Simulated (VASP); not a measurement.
# KI (Fm-3m) in VASP: relaxation of cell and atoms with PBEsol

Aim: the relaxation of cell and atoms of KI with PBEsol.

Program: VASP 6.6.1. These are calculated values, not measurements. Logs are shortened: lines on timing, memory, paths and dates and some standing lists are left out, and cuts for length are marked.

## Step 1: The cell of the first run

The structure is cubic, space group Fm-3m (No. 225). The conventional cell has a = 7.005 Å, b = 7.005 Å, c = 7.005 Å, α = 90.00°, β = 90.00°, γ = 90.00°. K (site symmetry m-3m) has 6 I at 3.50 Å within 4.6 Å. Within 4.6 Å of I (site symmetry m-3m) lie 6 K at 3.50 Å.

## Step 2: Relaxation of cell and atoms, PBEsol, target pressure 15 GPa, at which the enthalpy is minimised

INCAR reads:

```
SYSTEM = KI
PREC = Accurate ; ENCUT = 600
EDIFF = 1E-7 ; ISMEAR = 0
SIGMA = 0.01 ; LREAL = .FALSE.
LASPH = .TRUE. ; NELM = 100
ALGO = Normal ; ISIF = 3
LWAVE = .FALSE. ; LCHARG = .FALSE.
GGA = PS ; IBRION = 2
NSW = 100 ; EDIFFG = -0.002
PSTRESS = 150.0
```

KPOINTS reads:

```
Automatic mesh
0
G
  6 6 6
  0 0 0
```

POSCAR reads:

```
KI
1.0
    3.5024841933      3.5024841933      0.0000000000
   -3.5024841933      3.5024841933      0.0000000000
    0.0000000000      3.5024841933      3.5024841933
K I
1 1
Direct
    0.0000000000      0.0000000000      0.0000000000
    0.5000000000      0.5000000000      0.0000000000
```

Potentials or basis: VASP PAW PBE potentials, release 64 (K_sv, I).

Command:

```console
cat potpaw_PBE.64/K_sv/POTCAR potpaw_PBE.64/I/POTCAR > POTCAR
mpirun -np 1 vasp_std > vasp.out
```

OUTCAR:

```text
SYSTEM = KI
   PREC = Accurate
   ENCUT = 600
   EDIFF = 1E-7
   ISMEAR = 0
   LREAL = .FALSE.
   LASPH = .TRUE.
   NELM = 100
   ISIF = 3
   GGA = PS
   IBRION = 2
   NSW = 100
   EDIFFG = -0.002
   PSTRESS = 150.0

 ion  position               nearest neighbor table
   1  0.000  0.000  0.000-   2 3.50   2 3.50   2 3.50   2 3.50   2 3.50   2 3.50
   2  0.500  0.500  0.000-   1 3.50   1 3.50   1 3.50   1 3.50   1 3.50   1 3.50

  LATTYP: Found a face centered cubic cell.
 ALAT       =     7.0049683866

  Lattice vectors:

 A1 = (   0.0000000000,   3.5024841933,   3.5024841933)
 A2 = (   3.5024841933,   0.0000000000,   3.5024841933)
 A3 = (   3.5024841933,   3.5024841933,   0.0000000000)

Analysis of symmetry for initial positions (statically):
=====================================================================
 Subroutine PRICEL returns:
 Original cell was already a primitive cell.

 Routine SETGRP: Setting up the symmetry group for a
 face centered cubic supercell.

 Subroutine GETGRP returns: Found 48 space group operations
 (whereof 48 operations were pure point group operations)
 out of a pool of 48 trial point group operations.

The static configuration has the point symmetry O_h .

Analysis of symmetry for dynamics (positions and initial velocities):
=====================================================================
 Subroutine PRICEL returns:
 Original cell was already a primitive cell.

 Routine SETGRP: Setting up the symmetry group for a
 face centered cubic supercell.

 Subroutine GETGRP returns: Found 48 space group operations
 (whereof 48 operations were pure point group operations)
 out of a pool of 48 trial point group operations.

The dynamic configuration has the point symmetry O_h .

 Subroutine INISYM returns: Found 48 space group operations
 (whereof 48 operations are pure point group operations),
 and found     1 'primitive' translations

----------------------------------------------------------------------------------------

                                     Primitive cell

  volume of cell :      85.9327

  direct lattice vectors                    reciprocal lattice vectors
     3.502484193  3.502484193  0.000000000     0.142755819  0.142755819 -0.142755819
    -3.502484193  3.502484193  0.000000000    -0.142755819  0.142755819 -0.142755819
     0.000000000  3.502484193  3.502484193     0.000000000  0.000000000  0.285511638

  length of vectors
     4.953260648  4.953260648  4.953260648     0.247260332  0.247260332  0.285511638

  position of ions in fractional coordinates (direct lattice)
     0.000000000  0.000000000  0.000000000
     0.500000000  0.500000000  0.000000000

  ion indices of the primitive-cell ions
   primitive index   ion index
[... 28 lines left out ...]

 Following reciprocal coordinates:
            Coordinates               Weight
  0.000000  0.000000  0.000000      1.000000
  0.166667  0.000000  0.000000      8.000000
  0.333333  0.000000  0.000000      8.000000
  0.500000  0.000000  0.000000      4.000000
  0.166667  0.166667  0.000000     12.000000
  0.333333  0.166667  0.000000     24.000000
[... 8 lines left out ...]
  0.500000  0.333333  0.166667     24.000000
  0.500000  0.500000  0.166667     12.000000
   k-points           NKPTS =     16   k-points in BZ     NKDIM =     16   number of bands    NBANDS=     12
   number of dos      NEDOS =    301   number of ions     NIONS =      2
   total plane-waves  NPLWV =  64000
   dimension x,y,z NGX =    40 NGY =   40 NGZ =   40
   dimension x,y,z NGXF=    80 NGYF=   80 NGZF=   80
   ions per type =               1   1
   NGX,Y,Z   is equivalent  to a cutoff of  13.43, 13.43, 13.43 a.u.
   NGXF,Y,Z  is equivalent  to a cutoff of  26.85, 26.85, 26.85 a.u.
 SYSTEM =  KI
   PREC   = accura    normal or accurate (medium, high low for compatibility)
   ISTART =      0    job   : 0-new  1-cont  2-samecut
   ICHARG =      2    charge: 1-file 2-atom 10-const
   ISPIN  =      1    spin polarized calculation?
   LNONCOLLINEAR =      F non collinear calculations
   LSORBIT =      F    spin-orbit coupling
   LASPH  =      T    aspherical Exc in radial PAW
   ENCUT  =  600.0 eV  44.10 Ry    6.64 a.u.   9.89  9.89  9.89*2*pi/ulx,y,z
   NELM   =    100;   NELMIN=  2; NELMDL= -5     # of ELM steps
   EDIFF  = 0.1E-06   stopping-criterion for ELM
   LREAL  =      F    real-space projection
   EDIFFG = -.2E-02   stopping-criterion for IOM
   NSW    =    100    number of steps for IOM
   IBRION =      2    ionic relax: 0-MD 1-quasi-New 2-CG
   NFREE  =      1    steps in history (QN), initial steepest desc. (CG)
   ISIF   =      3    stress and relaxation
   ISYM   =      2    0-nonsym 1-usesym 2-fastsym
   POTIM  = 0.5000    time-step for ionic-motion
   TEBEG  =    0.0;   TEEND  =   0.0 temperature during run
   PSTRESS=  150.0 pullay stress
   NELECT =      16.0000    total number of electrons
   NUPDOWN=      -1.0000    fix difference up-down
   EMIN   =  10.00;   EMAX   =-10.00  energy-range for DOS
   EFERMI =   0.00;   METHOD = LEGACY
   ISMEAR =     0;   SIGMA  =   0.01  broadening in eV -4-tet -1-fermi 0-gaus
   EFERMI_NEDOS =   21; number of points for ismear=-14 and -15
   IALGO  =     38    algorithm
   IMIX   =      4    mixing-type and parameters
     AMIX     =   0.40;   BMIX     =  1.00
     AMIX_MAG =   1.60;   BMIX_MAG =  1.00
  volume/ion in A,a.u.               =      42.97       289.95
  Fermi-wavevector in a.u.,A,eV,Ry     =   0.934821  1.766556 11.890009  0.873891
  Thomas-Fermi vector in A             =   2.061666
   LORBIT       =      0    0 simple, 1 ext, 2 COOP (PROOUT), +10 PAW based schemes
   GGA     = PS    functional components
   LHFCALC =     F    Hartree Fock is set to
   AEXX    =    0.0000 exact exchange contribution
   IVDW    =     0    specifies the selected vdW correction
   LEPSILON=     F    determine dielectric tensor
   LRPA    =     F    only Hartree local field effects (RPA)
 conjugate gradient relaxation of ions
 non-spin polarized calculation
 Gauss-broadening in eV      SIGMA  =   0.01
  energy-cutoff  :      600.00
  volume of cell :       85.93
 maximum number of plane-waves:      2884
   NGX = 19   NGY = 19   NGZ = 19

--------------------------------------- Ionic step        1  -------------------------------------------

 number of electron      15.9999999 magnetization

 Free energy of the ion-electron system (eV)
  ---------------------------------------------------
  ext. energy  EPLUGINS =         0.00000000
  ---------------------------------------------------
  free energy    TOTEN  =        -5.81591679 eV

  energy without entropy =       -5.81591679  energy(sigma->0) =       -5.81591679

 E-fermi :  -0.3085     XC(G=0):  -7.4474

 val. band max:       -0.3736162961   @ k =   0.0000   0.0000   0.0000
 cond. band min:       3.4959644226   @ k =   0.0000   0.0000   0.0000
 fundamental gap:      3.8695807186
 Fermi energy:        -0.3084909448
[... 712 lines left out ...]
--------------------------------------- Ionic step        7  -------------------------------------------

 number of electron      16.0000000 magnetization

 Free energy of the ion-electron system (eV)
  ---------------------------------------------------
  ext. energy  EPLUGINS =         0.00000000
  ---------------------------------------------------
  free energy    TOTEN  =        -4.89056407 eV

  energy without entropy =       -4.89056407  energy(sigma->0) =       -4.89056407

 E-fermi :   2.7695     XC(G=0):  -9.2991

 val. band max:        2.6993845724   @ k =   0.0000   0.0000   0.0000
 cond. band min:       6.1779762721   @ k =   0.5000   0.5000   0.0000
 fundamental gap:      3.4785916997
 Fermi energy:         2.7695450214
[... 271 lines left out ...]
  energy  without entropy=       -4.8905640681  energy(sigma->0) =       -4.89056407

  enthalpy is  TOTEN    =         0.3783455180 eV   P V=        5.2689095861

 reached required accuracy - stopping structural energy minimisation
```

OSZICAR:

```text
N       E                     dE             d eps       ncg     rms          rms(c)
DAV:   1     0.985139592026E+02    0.98514E+02   -0.72179E+03   384   0.128E+03
DAV:   2     0.346275373527E+00   -0.98168E+02   -0.91797E+02   476   0.264E+02
DAV:   3    -0.558517078558E+01   -0.59314E+01   -0.59036E+01   488   0.583E+01
[... 76 lines left out ...]
DAV:   4    -0.489056029393E+01   -0.36854E-04   -0.63204E-05   472   0.102E-01    0.472E-02
DAV:   5    -0.489056177150E+01   -0.14776E-05   -0.90020E-05   636   0.606E-02    0.141E-02
DAV:   6    -0.489056366592E+01   -0.18944E-05   -0.11064E-06   472   0.867E-03    0.586E-03
DAV:   7    -0.489056410603E+01   -0.44012E-06   -0.23876E-07   468   0.381E-03    0.938E-04
DAV:   8    -0.489056406810E+01    0.37939E-07   -0.15065E-08   224   0.127E-03
   7 F= 0.37834552E+00 E0= 0.37834552E+00  d E =-.886821E-03
```

CONTCAR:

```text
KI
   1.00000000000000
     3.0416088135079589    3.0416088135079589    0.0000000000000000
    -3.0416088135079589    3.0416088135079589    0.0000000000000000
    -0.0000000000000000    3.0416088135079589    3.0416088135079589
  K               I
     1     1
Direct
     0.0000000000000000    0.0000000000000000    1.0000000000000000
     0.5000000000000000    0.5000000000000000    0.0000000000000000

  0.00000000E+00  0.00000000E+00  0.00000000E+00
  0.00000000E+00  0.00000000E+00  0.00000000E+00
```

It took 2.9 min on 1 thread of Intel Xeon 6975P-C, shared host; peak memory 0.26 GiB.

Results:

| Item | Value |
| --- | --- |
| Free energy | -4.8906 eV |
| Relaxed volume | 28.14 Å³/atom |
| Relaxed cell | a = 4.301 Å, b = 4.301 Å, c = 4.301 Å, α = 60.00°, β = 60.00°, γ = 90.00° |
| Space group after relaxing (to 0.05 Å) | Fm-3m (No. 225) |
| Energy change on relaxing (the enthalpy is what falls) | +462.7 meV/atom |
| Ionic steps | 7 |
| Pressure after relaxing | 15.0 GPa |
| Band gap on the k mesh | 3.48 eV, indirect (least direct gap 4.14 eV) |

The path:
```csv
step,energy change (eV),largest force (eV/Å),pressure (GPa),volume (Å³)
1,0.0000,0.0000,0.06,85.93
2,2.6636,0.0000,38.56,45.10
3,0.8757,0.0000,14.33,56.82
4,0.9217,0.0000,14.95,56.32
5,0.9702,0.0000,15.61,55.81
6,0.8940,0.0000,14.57,56.62
7,0.9254,0.0000,15.00,56.28
```

Final structure:
```xyz
2
Lattice="3.0416 3.0416 0.0000 -3.0416 3.0416 0.0000 0.0000 3.0416 3.0416" Properties=species:S:1:pos:R:3 pbc="T T T"
K     0.0000    3.0416    3.0416
I     0.0000    3.0416    0.0000
```

Levels at points of the mesh, in eV from the valence-band top:
```csv
k point,band 5,band 6,band 7,band 8,band 9,band 10,band 11,band 12
"(0.00, 0.00, 0.00)",-11.63,0.00,0.00,0.00,5.19,5.73,5.73,5.73
"(0.50, 0.00, 0.00)",-9.92,-2.82,-1.02,-1.02,5.62,8.32,8.89,8.89
"(0.50, 0.50, 0.00)",-11.18,-1.81,-0.66,-0.66,3.48,6.75,8.18,10.11
```

Caveat: the cell is relaxed towards a set pressure, so the enthalpy falls and the energy may rise; the volume moved by over 15 % at a fixed basis, so the end points are rough; the PAW data sets were made with another functional, which shifts forces and pressure a little; spin-orbit coupling is left out, which moves the levels of the heavy elements. A k mesh can miss the band edges.
